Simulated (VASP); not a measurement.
# NbP in VASP: a series of runs

Runs on NbP. Level: PBE. Tasks: single point.

Program: VASP 6.6.1. These are calculated values, not measurements. Logs are shortened: lines on timing, memory, paths and dates and some standing lists are left out, and cuts for length are marked.

## Step 1: The cell of the first run

Symmetry: I4_1md, No. 109, tetragonal system. Conventional cell: a = 3.347 Å, b = 3.347 Å, c = 11.542 Å, α = 90.00°, β = 90.00°, γ = 90.00°. Nb (site symmetry 2mm) has 6 P at 2.55 Å and 8 Nb at 3.34 to 3.35 Å within 3.4 Å. P (site symmetry 2mm) has 6 Nb at 2.55 Å and 8 P at 3.34 to 3.35 Å within 3.4 Å.

## Step 2: Single point, PBE (strain along c alone, the other axes held: +1.0 %, then relaxed in part)

INCAR

```
SYSTEM = NbP
PREC = Accurate
ENCUT = 520
EDIFF = 1E-7
ISMEAR = 0
SIGMA = 0.1
LREAL = .FALSE.
LASPH = .TRUE.
NELM = 100
ALGO = Normal
ISIF = 2
LWAVE = .FALSE.
LCHARG = .FALSE.
GGA = PE
NBANDS = 46
```

KPOINTS

```
regular mesh
0
G
  10 10 4
  0 0 0
```

POSCAR

```
NbP
1.0
    3.3470468453      0.0000000000      0.0000000000
    0.0000000000      3.3470468453      0.0000000000
    0.0000000000      0.0000000000     11.5422441087
Nb P
4 4
Direct
    0.5000000000      0.5000000000     -0.0002129071
    0.0000000000      0.5000000000      0.7497870929
    0.0000000000      0.0000000000      0.4997870929
    0.5000000000      0.0000000000      0.2497870929
    0.0000000000      0.0000000000      0.0828414821
    0.5000000000      0.0000000000      0.8328414821
    0.5000000000      0.5000000000      0.5828414821
    0.0000000000      0.5000000000      0.3328414821
```

Potentials or basis: VASP PAW PBE potentials, release 64 (Nb_sv, P).

Launch:

```
> cat potpaw_PBE.64/Nb_sv/POTCAR potpaw_PBE.64/P/POTCAR > POTCAR
> mpirun -np 1 vasp_std > vasp.out
```

OUTCAR:

```text
SYSTEM = NbP
   PREC = Accurate
   ENCUT = 520
   EDIFF = 1E-7
   ISMEAR = 0
   LREAL = .FALSE.
   LASPH = .TRUE.
   NELM = 100
   ISIF = 2
   GGA = PE

 ion  position               nearest neighbor table
   1  0.500  0.500  1.000-   6 2.55   6 2.55   5 2.55   5 2.55   5 2.55   5 2.55
   2  0.000  0.500  0.750-   7 2.55   7 2.55   6 2.55   6 2.55   6 2.55   6 2.55
   3  0.000  0.000  0.500-   8 2.55   8 2.55   7 2.55   7 2.55   7 2.55   7 2.55
   4  0.500  0.000  0.250-   5 2.55   5 2.55   8 2.55   8 2.55   8 2.55   8 2.55
   5  0.000  0.000  0.083-   4 2.55   4 2.55   1 2.55   1 2.55   1 2.55   1 2.55
   6  0.500  0.000  0.833-   1 2.55   1 2.55   2 2.55   2 2.55   2 2.55   2 2.55
   7  0.500  0.500  0.583-   2 2.55   2 2.55   3 2.55   3 2.55   3 2.55   3 2.55
   8  0.000  0.500  0.333-   3 2.55   3 2.55   4 2.55   4 2.55   4 2.55   4 2.55

  LATTYP: Found a simple tetragonal cell.
 ALAT       =     3.3470468453
 C/A-ratio  =     3.4484859765

  Lattice vectors:

 A1 = (   3.3470468453,   0.0000000000,   0.0000000000)
 A2 = (   0.0000000000,   3.3470468453,   0.0000000000)
 A3 = (   0.0000000000,   0.0000000000,  11.5422441087)

Analysis of symmetry for initial positions (statically):
=====================================================================
 Subroutine PRICEL returns following result:

  LATTYP: Found a body centered tetragonal cell.
 ALAT       =     3.3470468453
 C/A-ratio  =     3.4484859765

  Lattice vectors:

 A1 = (  -1.6735234227,   1.6735234227,   5.7711220544)
 A2 = (   1.6735234226,  -1.6735234226,   5.7711220544)
 A3 = (   1.6735234227,   1.6735234226,  -5.7711220544)

   2 primitive cells build up your supercell.

 Routine SETGRP: Setting up the symmetry group for a
 simple tetragonal supercell.

 Subroutine GETGRP returns: Found  8 space group operations
 (whereof  4 operations were pure point group operations)
 out of a pool of 16 trial point group operations.

The static configuration has the point symmetry C_2v.
 The point group associated with its full space group is C_4v.

Analysis of symmetry for dynamics (positions and initial velocities):
=====================================================================
 Subroutine PRICEL returns following result:

  LATTYP: Found a body centered tetragonal cell.
 ALAT       =     3.3470468453
 C/A-ratio  =     3.4484859765

  Lattice vectors:

 A1 = (  -1.6735234227,   1.6735234227,   5.7711220544)
 A2 = (   1.6735234226,  -1.6735234226,   5.7711220544)
[... 122 lines left out ...]
   ISIF   =      2    stress and relaxation
   ISYM   =      2    0-nonsym 1-usesym 2-fastsym
   POTIM  = 0.5000    time-step for ionic-motion
   TEBEG  =    0.0;   TEEND  =   0.0 temperature during run
   PSTRESS=    0.0 pullay stress
   NELECT =      72.0000    total number of electrons
   NUPDOWN=      -1.0000    fix difference up-down
   EMIN   =  10.00;   EMAX   =-10.00  energy-range for DOS
   EFERMI =   0.00;   METHOD = LEGACY
   ISMEAR =     0;   SIGMA  =   0.10  broadening in eV -4-tet -1-fermi 0-gaus
   EFERMI_NEDOS =   21; number of points for ismear=-14 and -15
   IALGO  =     38    algorithm
   IMIX   =      4    mixing-type and parameters
     AMIX     =   0.40;   BMIX     =  1.00
     AMIX_MAG =   1.60;   BMIX_MAG =  1.00
  volume/ion in A,a.u.               =      16.16       109.07
  Fermi-wavevector in a.u.,A,eV,Ry     =   1.346835  2.545149 24.680484  1.813964
  Thomas-Fermi vector in A             =   2.474635
   LORBIT       =      0    0 simple, 1 ext, 2 COOP (PROOUT), +10 PAW based schemes
   GGA     = PE    functional components
   LHFCALC =     F    Hartree Fock is set to
   AEXX    =    0.0000 exact exchange contribution
   IVDW    =     0    specifies the selected vdW correction
   LEPSILON=     F    determine dielectric tensor
   LRPA    =     F    only Hartree local field effects (RPA)
 non-spin polarized calculation
 Gauss-broadening in eV      SIGMA  =   0.10
  energy-cutoff  :      520.00
  volume of cell :      129.30
 maximum number of plane-waves:      3536
 NGX is ok and might be reduce to    28
   NGX = 13   NGY = 13   NGZ = 43

 number of electron      71.9999997 magnetization

 Free energy of the ion-electron system (eV)
  ---------------------------------------------------
  ext. energy  EPLUGINS =         0.00000000
  ---------------------------------------------------
  free energy    TOTEN  =       -70.61852506 eV

  energy without entropy =      -70.61143627  energy(sigma->0) =      -70.61498066

 E-fermi :  10.5049     XC(G=0): -11.9691

 val. band max:       10.4860511560   @ k =   0.5000   0.0000   0.0000
 cond. band min:      10.5391675903   @ k =   0.5000   0.0000   0.2500
 fundamental gap:      0.0531164343
 Fermi energy:        10.5048741120

 k-point     1 :       0.0000    0.0000    0.0000
  band No.  band energies     occupation
      1     -44.4537      2.00000
      2     -44.4362      2.00000
      3     -44.4362      2.00000
      4     -44.4187      2.00000
      5     -20.7063      2.00000
      6     -20.5255      2.00000
[... 1165 lines left out ...]
     45      13.6833      0.00000
     46      13.8337      0.00000

 [... further k-points ...]

------------------------ aborting loop because EDIFF is reached ----------------------------------------

  FORCE on cell =-STRESS in cart. coord.  units (eV):
  Direction    XX          YY          ZZ          XY          YZ          ZX
  --------------------------------------------------------------------------------------
  -------------------------------------------------------------------------------------
  Total       -1.3234618     -1.3234618     -2.1805670      0.0000000      0.0000000      0.0000000
  in kB      -16.3986518    -16.3986518    -27.0188082      0.0000000      0.0000000      0.0000000
  external PRESSURE =     -19.9387039 kB  Pullay stress =       0.0000000 kB

 VOLUME and BASIS-vectors are now :
 -----------------------------------------------------------------------------
  energy-cutoff  :      520.00
  volume of cell :      129.30
      direct lattice vectors                 reciprocal lattice vectors
     3.347046845  0.000000000  0.000000000     0.298770841  0.000000000  0.000000000
     0.000000000  3.347046845  0.000000000     0.000000000  0.298770841  0.000000000
     0.000000000  0.000000000 11.542244109     0.000000000  0.000000000  0.086638265

 POSITION                                       TOTAL-FORCE (eV/Angst)
 -----------------------------------------------------------------------------------
      1.67352      1.67352     11.53979         0.000000      0.000000     -0.001055
      0.00000      1.67352      8.65423         0.000000      0.000000     -0.001055
      0.00000      0.00000      5.76866         0.000000      0.000000     -0.001055
      1.67352      0.00000      2.88310         0.000000      0.000000     -0.001055
      0.00000      0.00000      0.95618         0.000000      0.000000      0.001055
      1.67352      0.00000      9.61286        -0.000000      0.000000      0.001055
      1.67352      1.67352      6.72730         0.000000     -0.000000      0.001055
      0.00000      1.67352      3.84174         0.000000      0.000000      0.001055
 -----------------------------------------------------------------------------------
    total drift:                                0.000000     -0.000000      0.000393

  FREE ENERGIE OF THE ION-ELECTRON SYSTEM (eV)
  ---------------------------------------------------
  free  energy   TOTEN  =       -70.6185250563 eV

  energy  without entropy=      -70.6114362722  energy(sigma->0) =      -70.61498066
```

Wall time 5.5 min (1 thread of Intel Xeon Platinum 8488C (Sapphire Rapids), shared host); peak memory 0.42 GiB.

Results:

| Item | Value |
| --- | --- |
| Free energy | -70.6185 eV |
| Pressure | -2.0 GPa |
| Band gap on the k mesh | zero (band 36 reaches 10.64 eV, above the bottom of band 37 at 10.49 eV) |

Levels at points of the mesh, in eV from the Fermi level:
| k point | band 34 | band 35 | band 36 | band 37 | band 38 | band 39 |
| --- | --- | --- | --- | --- | --- | --- |
| (0.00, 0.00, 0.00) | -1.34 | -0.50 | -0.50 | 0.86 | 1.21 | 1.21 |
| (0.50, 0.00, 0.00) | -1.49 | -0.09 | -0.09 | -0.02 | -0.02 | 1.48 |
| (0.50, 0.50, 0.00) | -0.41 | -0.41 | -0.41 | 2.96 | 2.96 | 2.96 |
| (0.00, 0.00, 0.50) | -0.89 | -0.89 | -0.89 | 0.96 | 0.96 | 1.48 |
| (0.50, 0.00, 0.50) | -1.51 | -0.15 | -0.15 | 0.09 | 0.09 | 1.30 |
| (0.50, 0.50, 0.50) | -0.39 | -0.39 | -0.39 | 2.96 | 2.96 | 2.96 |

Caveat: the cell differs from its parent crystal (strain along c alone, the other axes held: +1.0 %, then relaxed in part).

## Step 3: Single point, PBE (uniaxial strain along a: +1.0 %, then relaxed in part)

INCAR

```
PREC = Accurate ; ENCUT = 520
EDIFF = 1E-6 ; ISMEAR = 0
SIGMA = 0.1 ; LREAL = False
LASPH = True ; NELM = 80
ALGO = Normal ; ISIF = 2
LWAVE = False ; LCHARG = False
GGA = PE ; NBANDS = 46
```

KPOINTS

```
Automatic mesh
0
Gamma
  10 10 4
```

POSCAR

```
NbP
1.0
    3.3805173126      0.0000000000      0.0000000000
    0.0000000000      3.3332725988      0.0000000000
    0.0000000000      0.0000000000     11.4052167181
Nb P
4 4
Direct
    0.5000000000      0.5000000000      0.0003404740
    0.0000000000      0.5000000000      0.7499014303
    0.0000000000      0.0000000000      0.5003404740
    0.5000000000      0.0000000000      0.2499014303
    0.0000000000      0.0000000000      0.0827452920
    0.5000000000      0.0000000000      0.8322699538
    0.5000000000      0.5000000000      0.5827452920
    0.0000000000      0.5000000000      0.3322699538
```

Potentials or basis: VASP PAW PBE potentials, release 64 (Nb_sv, P).

Launch:

```
> cat potpaw_PBE.64/Nb_sv/POTCAR potpaw_PBE.64/P/POTCAR > POTCAR
> mpirun -np 1 vasp_std > vasp.out
```

Wall time 14 min (1 thread of Intel Xeon Platinum 8259CL at 2.50GHz (Skylake/Cascade Lake), shared host); peak memory 0.57 GiB.

The run converged. Its results:

```yaml
Free_energy: -70.6186 eV
Pressure: -1.2 GPa
Band_gap_on_the_k_mesh: zero (band 36 reaches 10.71 eV, above the bottom of band 37 at 10.57 eV)
```

Stress tensor (GPa, compression positive):
```
-2.74  0.00  0.00
 0.00 -0.40  0.00
 0.00  0.00 -0.36
```

Levels at points of the mesh, in eV from the Fermi level:
| k point | band 33 | band 34 | band 35 | band 36 | band 37 | band 38 | band 39 | band 40 |
| --- | --- | --- | --- | --- | --- | --- | --- | --- |
| (0.00, 0.00, 0.00) | -1.47 | -1.26 | -0.67 | -0.46 | 0.79 | 1.15 | 1.17 | 1.58 |
| (0.50, 0.00, 0.00) | -1.46 | -1.46 | -0.02 | -0.02 | -0.01 | -0.01 | 1.55 | 1.55 |
| (0.00, 0.50, 0.00) | -1.46 | -1.46 | -0.10 | -0.10 | 0.00 | 0.00 | 1.46 | 1.46 |
| (0.50, 0.50, 0.00) | -0.46 | -0.46 | -0.42 | -0.42 | 2.85 | 2.85 | 2.99 | 2.99 |
| (0.00, 0.00, 0.50) | -1.03 | -1.03 | -0.83 | -0.83 | 0.89 | 0.89 | 1.45 | 1.45 |
| (0.50, 0.00, 0.50) | -1.48 | -1.48 | -0.11 | -0.11 | 0.11 | 0.11 | 1.36 | 1.36 |
| (0.00, 0.50, 0.50) | -1.48 | -1.48 | -0.06 | -0.06 | 0.02 | 0.02 | 1.26 | 1.26 |
| (0.50, 0.50, 0.50) | -0.45 | -0.45 | -0.41 | -0.41 | 2.86 | 2.86 | 2.98 | 2.98 |

Caveat: the cell differs from its parent crystal (uniaxial strain along a: +1.0 %, then relaxed in part).

## Step 4: Single point, PBE (uniaxial strain along a: +1.0 %)

INCAR

```
PREC = Accurate ; ENCUT = 520
EDIFF = 1E-7 ; ISMEAR = 0
SIGMA = 0.1 ; LREAL = F
LASPH = T ; NELM = 100
ALGO = Normal ; ISIF = 2
LWAVE = F ; LCHARG = F
GGA = PE ; NBANDS = 46
```

KPOINTS is that of step 3.

POSCAR

```
NbP
1.0
    3.3805173126      0.0000000000      0.0000000000
    0.0000000000      3.3386792271      0.0000000000
    0.0000000000      0.0000000000     11.3993945592
Nb P
4 4
Direct
    0.5000000000      0.5000000000      0.0000346828
    0.0000000000      0.5000000000      0.7500346828
    0.0000000000      0.0000000000      0.5000346828
    0.5000000000      0.0000000000      0.2500346828
    0.0000000000      0.0000000000      0.0825938922
    0.5000000000      0.0000000000      0.8325938922
    0.5000000000      0.5000000000      0.5825938922
    0.0000000000      0.5000000000      0.3325938922
```

Launch:

```
> cat potpaw_PBE.64/Nb_sv/POTCAR potpaw_PBE.64/P/POTCAR > POTCAR
> mpirun -np 1 vasp_std > vasp.out
```

Run time: 16 min. Hardware: 1 thread of Intel Xeon Platinum 8259CL at 2.50GHz (Skylake/Cascade Lake), shared host; peak memory 0.57 GiB.

The run converged. Its results:

```
Free energy            : -70.6175 eV
Pressure               : -1.4 GPa
Largest force          : 0.076 eV/Å
Band gap on the k mesh : zero (band 36 reaches 10.70 eV, above the bottom of band 37 at 10.55 eV)
```

Forces on the atoms (eV/Å):
```
Nb   0.000  0.000  0.076
Nb   0.000  0.000 -0.015
Nb   0.000  0.000  0.076
Nb   0.000  0.000 -0.015
P    0.000  0.000  0.009
P    0.000  0.000 -0.070
P    0.000  0.000  0.009
P    0.000  0.000 -0.070
```

Stress tensor (GPa, compression positive):
```
-3.02  0.00  0.00
 0.00 -0.80  0.00
 0.00  0.00 -0.33
```

Levels at points of the mesh, in eV from the Fermi level:
| k point | band 33 | band 34 | band 35 | band 36 | band 37 | band 38 | band 39 | band 40 |
| --- | --- | --- | --- | --- | --- | --- | --- | --- |
| (0.00, 0.00, 0.00) | -1.47 | -1.27 | -0.67 | -0.47 | 0.79 | 1.15 | 1.16 | 1.58 |
| (0.50, 0.00, 0.00) | -1.47 | -1.47 | -0.02 | -0.02 | -0.01 | -0.01 | 1.54 | 1.54 |
| (0.00, 0.50, 0.00) | -1.45 | -1.45 | -0.11 | -0.11 | 0.00 | 0.00 | 1.47 | 1.47 |
| (0.50, 0.50, 0.00) | -0.45 | -0.45 | -0.44 | -0.44 | 2.85 | 2.85 | 2.98 | 2.98 |
| (0.00, 0.00, 0.50) | -1.03 | -1.03 | -0.84 | -0.84 | 0.89 | 0.89 | 1.45 | 1.45 |
| (0.50, 0.00, 0.50) | -1.47 | -1.47 | -0.09 | -0.09 | 0.10 | 0.10 | 1.34 | 1.34 |
| (0.00, 0.50, 0.50) | -1.47 | -1.47 | -0.06 | -0.06 | 0.02 | 0.02 | 1.27 | 1.27 |
| (0.50, 0.50, 0.50) | -0.44 | -0.44 | -0.42 | -0.42 | 2.86 | 2.86 | 2.98 | 2.98 |

Caveat: the cell differs from its parent crystal (uniaxial strain along a: +1.0 %).

[end of part 1 of 2]
